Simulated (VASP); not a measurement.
# AlNi (Pm-3m) in VASP: settings compared

AlNi is run at these levels: PBEsol, LDA, revPBE+D3(BJ), BLYP, PBE; tasks: single point.

Program: VASP 6.6.1. These are calculated values, not measurements. Logs are shortened: lines on timing, memory, paths and dates and some standing lists are left out, and cuts for length are marked.

## (1) The cell of the first run

The structure is cubic, space group Pm-3m (No. 221). Conventional cell: a = 2.881 Å, b = 2.881 Å, c = 2.881 Å, α = 90.00°, β = 90.00°, γ = 90.00°. Ni (site symmetry m-3m) has 8 Al at 2.50 Å and 6 Ni at 2.88 Å within 3.3 Å. Within 3.3 Å of Al (site symmetry m-3m) lie 8 Ni at 2.50 Å and 6 Al at 2.88 Å.

## (2) Single point, PBEsol, collinear spin, ferromagnetic start

INCAR reads:

```
SYSTEM = AlNi
ALGO = Normal
EDIFF = 1E-6
ENCUT = 520
GGA = PS
ISIF = 2
ISMEAR = -1
ISPIN = 2
LASPH = .True.
LCHARG = .False.
LMAXMIX = 4
LORBIT = 11
LREAL = .False.
LWAVE = .False.
MAGMOM = 1 0
NBANDS = 18
NELM = 150
PREC = Accurate
SIGMA = 0.05
```

KPOINTS reads:

```
k-points
0
Gamma
  9 9 9
  0 0 0
```

POSCAR reads:

```
AlNi
1.0
    2.8810000000      0.0000000000      0.0000000000
    0.0000000000      2.8810000000      0.0000000000
    0.0000000000      0.0000000000      2.8810000000
Ni Al
1 1
Direct
    0.5000000000      0.5000000000      0.5000000000
    0.0000000000      0.0000000000      0.0000000000
```

Potentials or basis: VASP PAW PBE potentials, release 64 (Ni, Al).

The run is started by

```bash
cat potpaw_PBE.64/Ni/POTCAR potpaw_PBE.64/Al/POTCAR > POTCAR
mpirun -np 1 vasp_std > vasp.out
```

OUTCAR:

```text
SYSTEM = AlNi
   EDIFF = 1E-6
   ENCUT = 520
   GGA = PS
   ISIF = 2
   ISMEAR = -1
   ISPIN = 2
   LASPH = .True.
   LORBIT = 11
   LREAL = .False.
   NELM = 150
   PREC = Accurate

 ion  position               nearest neighbor table
   1  0.500  0.500  0.500-   2 2.50   2 2.50   2 2.50   2 2.50   2 2.50   2 2.50   2 2.50   2 2.50

   2  0.000  0.000  0.000-   1 2.50   1 2.50   1 2.50   1 2.50   1 2.50   1 2.50   1 2.50   1 2.50

  LATTYP: Found a simple cubic cell.
 ALAT       =     2.8810000000

  Lattice vectors:

 A1 = (   2.8810000000,   0.0000000000,   0.0000000000)
 A2 = (   0.0000000000,   2.8810000000,   0.0000000000)
 A3 = (   0.0000000000,   0.0000000000,   2.8810000000)

Analysis of symmetry for initial positions (statically):
=====================================================================
 Subroutine PRICEL returns:
 Original cell was already a primitive cell.

 Routine SETGRP: Setting up the symmetry group for a
 simple cubic supercell.

 Subroutine GETGRP returns: Found 48 space group operations
 (whereof 48 operations were pure point group operations)
 out of a pool of 48 trial point group operations.

The static configuration has the point symmetry O_h .

Analysis of symmetry for dynamics (positions and initial velocities):
=====================================================================
 Subroutine PRICEL returns:
 Original cell was already a primitive cell.

 Routine SETGRP: Setting up the symmetry group for a
 simple cubic supercell.

 Subroutine GETGRP returns: Found 48 space group operations
 (whereof 48 operations were pure point group operations)
 out of a pool of 48 trial point group operations.

The dynamic configuration has the point symmetry O_h .

Analysis of structural, dynamic, and magnetic symmetry:
=====================================================================
 Subroutine PRICEL returns:
 Original cell was already a primitive cell.

 Routine SETGRP: Setting up the symmetry group for a
 simple cubic supercell.

 Subroutine GETGRP returns: Found 48 space group operations
 (whereof 48 operations were pure point group operations)
 out of a pool of 48 trial point group operations.

The overall configuration has the point symmetry O_h .

 Subroutine INISYM returns: Found 48 space group operations
 (whereof 48 operations are pure point group operations),
 and found     1 'primitive' translations

----------------------------------------------------------------------------------------

                                     Primitive cell

  volume of cell :      23.9128

  direct lattice vectors                    reciprocal lattice vectors
     2.881000000  0.000000000  0.000000000     0.347101701  0.000000000  0.000000000
     0.000000000  2.881000000  0.000000000     0.000000000  0.347101701  0.000000000
     0.000000000  0.000000000  2.881000000     0.000000000  0.000000000  0.347101701

  length of vectors
     2.881000000  2.881000000  2.881000000     0.347101701  0.347101701  0.347101701

  position of ions in fractional coordinates (direct lattice)
     0.500000000  0.500000000  0.500000000
     0.000000000  0.000000000  0.000000000

  ion indices of the primitive-cell ions
   primitive index   ion index
                 1           1
                 2           2

----------------------------------------------------------------------------------------

 KPOINTS: k-points

Automatic generation of k-mesh.
 Grid dimensions read from file:
 generate k-points for:    9    9    9

 Generating k-lattice:

  Cartesian coordinates                     Fractional coordinates (reciprocal lattice)
     0.038566856  0.000000000  0.000000000     0.111111111  0.000000000  0.000000000
     0.000000000  0.038566856  0.000000000     0.000000000  0.111111111  0.000000000
     0.000000000  0.000000000  0.038566856     0.000000000  0.000000000  0.111111111

  Length of vectors
     0.038566856  0.038566856  0.038566856

  Shift w.r.t. Gamma in fractional coordinates (k-lattice)
     0.000000000  0.000000000  0.000000000

 Subroutine IBZKPT returns following result:
 ===========================================

 Found     35 irreducible k-points:

 Following reciprocal coordinates:
            Coordinates               Weight
  0.000000  0.000000  0.000000      1.000000
  0.111111  0.000000  0.000000      6.000000
  0.222222  0.000000  0.000000      6.000000
  0.333333  0.000000  0.000000      6.000000
  0.444444  0.000000  0.000000      6.000000
  0.111111  0.111111  0.000000     12.000000
[... 16 lines left out ...]
  0.333333  0.333333  0.111111     24.000000
  0.444444  0.333333  0.111111     48.000000
 [... further k-points ...]
   k-points           NKPTS =     35   k-points in BZ     NKDIM =     35   number of bands    NBANDS=     18
   number of dos      NEDOS =    301   number of ions     NIONS =      2
   total plane-waves  NPLWV =  13824
   dimension x,y,z NGX =    24 NGY =   24 NGZ =   24
   dimension x,y,z NGXF=    48 NGYF=   48 NGZF=   48
   ions per type =               1   1
   NGX,Y,Z   is equivalent  to a cutoff of  13.85, 13.85, 13.85 a.u.
   NGXF,Y,Z  is equivalent  to a cutoff of  27.70, 27.70, 27.70 a.u.
 SYSTEM =  AlNi
   PREC   = accura    normal or accurate (medium, high low for compatibility)
   ISTART =      0    job   : 0-new  1-cont  2-samecut
   ICHARG =      2    charge: 1-file 2-atom 10-const
   ISPIN  =      2    spin polarized calculation?
   LNONCOLLINEAR =      F non collinear calculations
   LSORBIT =      F    spin-orbit coupling
   LASPH  =      T    aspherical Exc in radial PAW
   ENCUT  =  520.0 eV  38.22 Ry    6.18 a.u.   5.36  5.36  5.36*2*pi/ulx,y,z
   NELM   =    150;   NELMIN=  2; NELMDL= -5     # of ELM steps
   EDIFF  = 0.1E-05   stopping-criterion for ELM
   LREAL  =      F    real-space projection
   EDIFFG = 0.1E-04   stopping-criterion for IOM
   NSW    =      0    number of steps for IOM
   IBRION =     -1    ionic relax: 0-MD 1-quasi-New 2-CG
   NFREE  =      0    steps in history (QN), initial steepest desc. (CG)
   ISIF   =      2    stress and relaxation
   ISYM   =      2    0-nonsym 1-usesym 2-fastsym
   POTIM  = 0.5000    time-step for ionic-motion
   TEBEG  =    0.0;   TEEND  =   0.0 temperature during run
   PSTRESS=    0.0 pullay stress
   NELECT =      13.0000    total number of electrons
   NUPDOWN=      -1.0000    fix difference up-down
   EMIN   =  10.00;   EMAX   =-10.00  energy-range for DOS
   EFERMI =   0.00;   METHOD = LEGACY
   ISMEAR =    -1;   SIGMA  =   0.05  broadening in eV -4-tet -1-fermi 0-gaus
   EFERMI_NEDOS =   21; number of points for ismear=-14 and -15
   IALGO  =     38    algorithm
   IMIX   =      4    mixing-type and parameters
     AMIX     =   0.40;   BMIX     =  1.00
     AMIX_MAG =   1.60;   BMIX_MAG =  1.00
  volume/ion in A,a.u.               =      11.96        80.69
  Fermi-wavevector in a.u.,A,eV,Ry     =   1.336122  2.524904 24.289410  1.785221
  Thomas-Fermi vector in A             =   2.464773
   LORBIT       =     11    0 simple, 1 ext, 2 COOP (PROOUT), +10 PAW based schemes
   GGA     = PS    functional components
   LHFCALC =     F    Hartree Fock is set to
   AEXX    =    0.0000 exact exchange contribution
   IVDW    =     0    specifies the selected vdW correction
   LEPSILON=     F    determine dielectric tensor
   LRPA    =     F    only Hartree local field effects (RPA)
 spin polarized calculation
  energy-cutoff  :      520.00
  volume of cell :       23.91
 maximum number of plane-waves:       656
 NGX is ok and might be reduce to    24
   NGX = 11   NGY = 11   NGZ = 11

 number of electron      13.0000015 magnetization      -0.0310815

 number of electron      13.0000015 magnetization       0.0002479

 Free energy of the ion-electron system (eV)
  ---------------------------------------------------
  ext. energy  EPLUGINS =         0.00000000
  ---------------------------------------------------
  free energy    TOTEN  =       -11.58127765 eV

  energy without entropy =      -11.57470369  energy(sigma->0) =      -11.57799067

 E-fermi :   9.8981     XC(G=0): -12.1667

 val. band max:        9.8377996693   @ k =   0.3333   0.3333   0.0000
 cond. band min:       9.9453511595   @ k =   0.3333   0.1111   0.1111
 fundamental gap:      0.1075514902
 Fermi energy:         9.8981110199

 spin component 1

 k-point     1 :       0.0000    0.0000    0.0000
  band No.  band energies     occupation
      1      -1.2337      1.00000
      2       6.6488      1.00000
      3       6.6488      1.00000
      4       8.3422      1.00000
      5       8.3422      1.00000
      6       8.3422      1.00000
[... 10 lines left out ...]
     17      33.2542      0.00000
     18      33.2542      0.00000

 k-point     2 :       0.1111    0.0000    0.0000
  band No.  band energies     occupation
      1      -1.0066      1.00000
      2       6.6261      1.00000
      3       6.7011      1.00000
      4       8.2470      1.00000
      5       8.2470      1.00000
      6       8.3524      1.00000
[... 10 lines left out ...]
     17      32.4859      0.00000
     18      34.0999      0.00000

 k-point     3 :       0.2222    0.0000    0.0000
  band No.  band energies     occupation
      1      -0.3333      1.00000
      2       6.4035      1.00000
      3       6.8369      1.00000
      4       8.0238      1.00000
      5       8.0238      1.00000
      6       8.3786      1.00000
[... 10 lines left out ...]
     17      30.8778      0.00000
     18      34.9301      0.00000

 k-point     4 :       0.3333    0.0000    0.0000
  band No.  band energies     occupation
      1       0.7597      1.00000
      2       5.5152      1.00000
      3       6.9979      1.00000
      4       7.7949      1.00000
      5       7.7949      1.00000
      6       8.4084      1.00000
[... 375 lines left out ...]
      4       7.3896      1.00000
      5       7.9687      1.00000
      6       8.0594      1.00000
[... 10 lines left out ...]
     17      31.9888      0.00000
     18      33.1623      0.00000

 k-point    23 :       0.3333    0.3333    0.1111
  band No.  band energies     occupation
      1       2.7435      1.00000
      2       6.1674      1.00000
      3       6.7423      1.00000
      4       7.5211      1.00000
      5       7.8864      1.00000
      6       7.9631      1.00000
[... 10 lines left out ...]
     17      30.9626      0.00000
     18      35.4543      0.00000

 k-point    24 :       0.4444    0.3333    0.1111
  band No.  band energies     occupation
      1       3.8722      1.00000
      2       5.4551      1.00000
      3       6.8858      1.00000
      4       7.3997      1.00000
      5       7.9649      1.00000
      6       8.1143      1.00000
[... 10 lines left out ...]
     17      32.4670      0.00000
     18      36.3018      0.00000

 [... further k-points ...]

 spin component 2

 k-point     1 :       0.0000    0.0000    0.0000
  band No.  band energies     occupation
      1      -1.2337      1.00000
      2       6.6490      1.00000
      3       6.6490      1.00000
      4       8.3423      1.00000
      5       8.3423      1.00000
      6       8.3423      1.00000
[... 10 lines left out ...]
     17      33.2541      0.00000
     18      33.2541      0.00000

 k-point     2 :       0.1111    0.0000    0.0000
  band No.  band energies     occupation
      1      -1.0066      1.00000
      2       6.6263      1.00000
      3       6.7013      1.00000
      4       8.2470      1.00000
      5       8.2470      1.00000
      6       8.3525      1.00000
[... 10 lines left out ...]
     17      32.4858      0.00000
     18      34.0999      0.00000

 k-point     3 :       0.2222    0.0000    0.0000
  band No.  band energies     occupation
      1      -0.3333      1.00000
      2       6.4037      1.00000
      3       6.8371      1.00000
      4       8.0238      1.00000
      5       8.0238      1.00000
      6       8.3786      1.00000
[... 10 lines left out ...]
     17      30.8778      0.00000
     18      34.9301      0.00000

 k-point     4 :       0.3333    0.0000    0.0000
  band No.  band energies     occupation
      1       0.7597      1.00000
      2       5.5152      1.00000
      3       6.9981      1.00000
      4       7.7950      1.00000
      5       7.7950      1.00000
      6       8.4085      1.00000
[... 375 lines left out ...]
      4       7.3897      1.00000
      5       7.9688      1.00000
      6       8.0595      1.00000
[... 10 lines left out ...]
     17      31.9888      0.00000
     18      33.1623      0.00000

 k-point    23 :       0.3333    0.3333    0.1111
  band No.  band energies     occupation
      1       2.7434      1.00000
      2       6.1675      1.00000
      3       6.7424      1.00000
      4       7.5213      1.00000
      5       7.8865      1.00000
      6       7.9632      1.00000
[... 10 lines left out ...]
     17      30.9626      0.00000
     18      35.4542      0.00000

 k-point    24 :       0.4444    0.3333    0.1111
  band No.  band energies     occupation
      1       3.8722      1.00000
      2       5.4552      1.00000
      3       6.8859      1.00000
      4       7.3998      1.00000
      5       7.9650      1.00000
      6       8.1143      1.00000
[... 10 lines left out ...]
     17      32.4670      0.00000
     18      36.3010      0.00000

 [... further k-points ...]
[... 5 lines left out ...]
  --------------------------------------------------------------------------------------
  -------------------------------------------------------------------------------------
  Total       -0.4818183     -0.4818183     -0.4818183     -0.0000000      0.0000000     -0.0000000
  in kB      -32.2822749    -32.2822749    -32.2822749     -0.0000000      0.0000000     -0.0000000
  external PRESSURE =     -32.2822749 kB  Pullay stress =       0.0000000 kB

 VOLUME and BASIS-vectors are now :
 -----------------------------------------------------------------------------
  energy-cutoff  :      520.00
  volume of cell :       23.91
      direct lattice vectors                 reciprocal lattice vectors
     2.881000000  0.000000000  0.000000000     0.347101701  0.000000000  0.000000000
     0.000000000  2.881000000  0.000000000     0.000000000  0.347101701  0.000000000
     0.000000000  0.000000000  2.881000000     0.000000000  0.000000000  0.347101701

 POSITION                                       TOTAL-FORCE (eV/Angst)
 -----------------------------------------------------------------------------------
      1.44050      1.44050      1.44050         0.000000      0.000000      0.000000
      0.00000      0.00000      0.00000         0.000000      0.000000      0.000000
 -----------------------------------------------------------------------------------
    total drift:                                0.000000      0.000000     -0.000000

  FREE ENERGIE OF THE ION-ELECTRON SYSTEM (eV)
  ---------------------------------------------------
  free  energy   TOTEN  =       -11.5812776536 eV

  energy  without entropy=      -11.5747036859  energy(sigma->0) =      -11.57799067

 total charge

# of ion       s       p       d       tot
------------------------------------------
    1        0.480   0.522   8.474   9.477
    2        0.383   0.412   0.000   0.794
--------------------------------------------------
tot          0.863   0.934   8.474  10.271

 magnetization (x)

# of ion       s       p       d       tot
------------------------------------------
    1       -0.000  -0.000   0.000   0.000
    2        0.000   0.000   0.000   0.000
--------------------------------------------------
tot          0.000   0.000   0.000   0.000
```

Wall time 9.3 s (1 thread of Intel Xeon 6975P-C (Granite Rapids), shared host); peak memory 0.16 GiB.

What came out:

```
Free energy                                           : -11.5813 eV
Pressure                                              : -3.2 GPa
Net moment                                            : 0.00 μB per cell
Valence electrons inside the program's atomic spheres : Ni 9.48; Al 0.79
```

Caveat: the PAW data sets were made with another functional, which shifts forces and pressure a little.

[end of part 1 of 3]
